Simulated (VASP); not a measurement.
A run of VASP 6.6.1 is set up as follows.

INCAR

```
SYSTEM = Zn6CO6F4
  ALGO = Normal
  EDIFF = 1E-6
  ENCUT = 520
  GGA = PE
  ISIF = 2
  ISMEAR = 0
  LASPH = .TRUE.
  LCHARG = .TRUE.
  LELF = .TRUE.
  LREAL = Auto
  LVHAR = .TRUE.
  LWAVE = .FALSE.
  NBANDS = 84
  NELM = 80
  PREC = Accurate
  SIGMA = 0.05
```

KPOINTS

```
k-points
0
G
  3 3 1
  0 0 0
```

The input POSCAR:

```
Zn6CO6F4
1.0
    5.5510500000      0.0000000000      0.0000000000
   -2.7755250000      5.3664360000      0.0000000000
    0.0000000000      0.0000000000     17.4095480000
Zn O C F
6 6 1 4
Direct
    0.3333333000      0.0000000000      0.0574397000
    0.5825984398      0.6593540767      0.0865198957
    0.9787300138      0.0014358171      0.2046191462
    0.9775897146      0.5004176515      0.0969522731
    0.5828794263      0.1592422197      0.2159857789
    0.3325889539      0.5009681826      0.2446888769
    0.2983547634      0.6778392843      0.0334143999
    0.5719917790      0.3186244508      0.0910182025
    0.9686138977      0.8489951825      0.1043132396
    0.9684821040      0.3489341818      0.1975801468
    0.5722704145      0.8188815666      0.2106688040
    0.2985682344      0.1785749873      0.2687085134
    0.3149046047      0.3874095694      0.4728337283
    0.0806393637      0.1811517193      0.4638509408
    0.5220307218      0.3358293019      0.4624722518
    0.3305043458      0.5591040190      0.4212534133
    0.3271575316      0.4782302695      0.5435935481
```

Potentials or basis: VASP PAW PBE potentials, release 64 (Zn, O, C, F).

The run is started by

```console
$ cat potpaw_PBE.64/Zn/POTCAR potpaw_PBE.64/O/POTCAR potpaw_PBE.64/C/POTCAR potpaw_PBE.64/F/POTCAR > POTCAR
$ mpirun -np 1 vasp_std > vasp.out
```

Problem. Estimate the largest force.

Solution. 0.401 eV/Å.

Problem. Estimate the band gap on the k mesh.

Solution. 1.68 eV (least direct gap 1.76 eV).

Forces on the atoms (eV/Å):
```
Zn  -0.028  0.027 -0.043
Zn   0.014 -0.021  0.018
Zn   0.005 -0.018  0.016
Zn   0.011 -0.012 -0.004
Zn   0.013 -0.018 -0.031
Zn  -0.025  0.023  0.042
O   -0.002 -0.045 -0.112
O   -0.010  0.028  0.014
O    0.016  0.022 -0.018
O    0.007  0.025  0.017
O   -0.004  0.033 -0.017
O   -0.006 -0.043  0.115
C    0.010  0.004  0.001
F   -0.217 -0.333 -0.043
F    0.388 -0.082 -0.058
F   -0.109  0.267 -0.249
F   -0.062  0.144  0.352
```

Caveat: the k points lie up to 0.42 Å⁻¹ apart; there is no dipole correction, which matters where the two faces differ.
